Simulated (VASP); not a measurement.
Runs of VASP 6.6.1 on Rb. The structure is that of space group Im-3m (No. 229), or close to it. The cells are those of the table. 

```csv
task,cell,cutoff (eV),gap on the mesh (eV),pressure (GPa)
single point,"a = 4.755 Å, angles 109.5°, 1 atom",520,none,(a)
single point,"a = 5.050 Å, angles 109.5°, 1 atom",520,none,-0.2
relaxation of cell and atoms,"relaxed from a = 4.854 Å, angles 109.5°, 1 atom",600,none,0.0
single point,"a = 5.003 Å, angles 109.5°, 1 atom",520,none,-0.1
single point,"a = 4.907 Å, angles 109.5°, 1 atom",520,none,0.0
single point,"a = 4.807 Å, angles 109.5°, 1 atom",520,none,0.2
single point,"a = 4.956 Å, angles 109.5°, 1 atom",520,none,-0.1
single point,"a = 4.857 Å, angles 109.5°, 1 atom",520,none,0.1
```

Alike in all rows: level PBE; potentials or basis VASP PAW PBE potentials, release 64 (Rb_sv); no spin polarisation; k mesh 16 × 16 × 16; smearing gaussian 0.1 eV.

**Question.** Fill in the values left out.

**Answer.** (a) 0.3.

A k mesh can miss the band edges, and the runs leave out spin-orbit coupling on Rb.

A gap of «none» marks levels without a gap at the run's occupations.
